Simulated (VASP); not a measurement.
# MgRe3: single point with PBE

MgRe3:

```
CELL_PARAMETERS angstrom
0.00000 3.11176 3.11176
3.11176 0.00000 3.11176
3.11176 3.11176 0.00000
ATOMIC_POSITIONS crystal
Mg 0.00000 0.00000 0.00000
Re 0.25000 0.25000 0.25000
Re 0.50000 0.50000 0.50000
Re 0.75000 0.75000 0.75000
```

```yaml
Program: VASP 6.6.1
Task: single point
Functional: PBE
Potentials_or_basis: VASP PAW PBE potentials, release 64 (Mg, Re)
Cutoff: 520 eV
k_mesh: 6 × 6 × 6
Occupations: fermi-dirac, width 0.05 eV
Spin: no spin polarisation
Dipole_correction: no
Further_INCAR_settings: ALGO = Normal; EDIFF = 1e-07; NBANDS = 20
```

* Pressure: -0.6 GPa
* Band gap on the k mesh: zero (an odd number of electrons rules out a gap without spin polarisation)

Levels at points of the mesh, in eV from the Fermi level:
```
           k point  band 8  band 9  band 10  band 11  band 12  band 13  band 14  band 15  band 16  band 17
(0.00, 0.00, 0.00)   -2.91   -2.91     1.17     1.17     1.17     1.47     1.47     2.46     2.46     6.19
(0.50, 0.00, 0.00)   -2.21   -2.21    -1.34    -1.13    -1.13     1.35     1.35     1.83     1.83     2.69
(0.50, 0.50, 0.00)   -1.67   -1.18    -1.18     0.12     0.12     0.85     1.07     1.67     2.21     2.21
```

Run time: 45 s on 1 thread of Intel Xeon 8259CL, on a shared host, peak memory 0.21 GiB.

Caveat: spin-orbit coupling is left out, which moves the levels of the heavy elements.
